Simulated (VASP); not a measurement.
Input of a VASP 6.6.1 run:

File INCAR:

```
  PREC = Accurate
  ENCUT = 520
  EDIFF = 1E-6
  ISMEAR = 0
  SIGMA = 0.1
  LREAL = F
  LASPH = T
  NELM = 80
  ALGO = Normal
  ISIF = 2
  LWAVE = F
  LCHARG = F
  GGA = PE
  NBANDS = 15
```

KPOINTS

```
Automatic mesh
0
Gamma
  6 6 6
```

The input POSCAR:

```
MgSiC2
1.0
    1.5036354988      0.8681243600      5.1418852892
   -1.5036354988      0.8681243600      5.1418852892
    0.0000000000     -1.7362487200      5.1418852892
Mg Si C
1 1 2
Direct
    0.5000000000      0.5000000000      0.5000000000
    0.0000000000      0.0000000000      0.0000000000
    0.2650787001      0.2650787001      0.2650787001
    0.7349212999      0.7349212999      0.7349212999
```

Potentials or basis: VASP PAW PBE potentials, release 64 (Mg, Si, C).

Run with:

```bash
$ cat potpaw_PBE.64/Mg/POTCAR potpaw_PBE.64/Si/POTCAR potpaw_PBE.64/C/POTCAR > POTCAR
$ mpirun -np 1 vasp_std > vasp.out
```

Problem. Predict the pressure.

Solution. -0.3 GPa.

Problem. Predict the largest force.

Solution. 0.018 eV/Å.

Forces on the atoms (eV/Å):
```
Mg   0.000  0.000  0.000
Si   0.000  0.000  0.000
C    0.000  0.000 -0.018
C    0.000  0.000  0.018
```

Caveat: the k points lie up to 0.41 Å⁻¹ apart, too coarse for converged energies and pressures of a metal.
